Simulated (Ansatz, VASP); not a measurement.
**One calculation of TeW, two programs**

File INCAR:

```
  ALGO = Normal
  EDIFF = 1E-6
  ENCUT = 500
  GGA = PE
  GGA_COMPAT = False
  ISIF = 2
  ISMEAR = 0
  LASPH = True
  LCHARG = False
  LREAL = False
  LWAVE = False
  NBANDS = 17
  NELM = 120
  PREC = Accurate
  SIGMA = 0.1
```

The input KPOINTS:

```
k-points
0
Gamma
  6 6 6
```

The input POSCAR:

```
TeW
1.0
    0.0000000000      3.0116482031      3.0116482031
    3.0116482031      0.0000000000      3.0116482031
    3.0116482031      3.0116482031      0.0000000000
Te W
1 1
Direct
    0.0000000000      0.0000000000      0.0000000000
    0.7500000000      0.7500000000      0.7500000000
```

Input for Ansatz:

```yaml
crystal:
  lattice:
    - [0.0, 3.0116482031, 3.0116482031]
    - [3.0116482031, 0.0, 3.0116482031]
    - [3.0116482031, 3.0116482031, 0.0]
  atoms:
    - { symbol: Te, position: [0.0, 0.0, 0.0] }
    - { symbol: W, position: [0.75, 0.75, 0.75] }
basis:
  ecutwfc: 420
kpoints:
  mp_grid: { grid: [6, 6, 6] }
hamiltonian:
  xc: pbe
scf:
  occupations: { method: gaussian, width: 0.1 }
  lower_state_search: "off"
output:
  forces: true
  stress: true
  eigenvalues: true
```

Alike in both runs: task single point; functional PBE; k mesh 6 × 6 × 6; occupations gaussian, width 0.1 eV; no spin polarisation.

```csv
,VASP,Ansatz
version,VASP 6.6.1,Ansatz 0.2.0
potentials or method,"VASP PAW PBE potentials, release 64 (Te, W_sv), cutoff 500 eV","scalar-relativistic, plane waves, PAW"
valence electrons in the cell,20,30
```

```csv
,VASP,Ansatz,Ansatz less VASP
gap on the k mesh at the Fermi level (eV),none,none,-
pressure (GPa),4.0,4.0,0.00
```

A gap of «none» marks a metal or a gap that the smearing closes. The functional is the same, so the differences come from potentials, cutoffs and numerics. VASP's potentials hold 20 valence electrons a cell and Ansatz's 30, so a difference there can come from the potentials and not from the codes.

Neither program's run includes spin-orbit coupling.
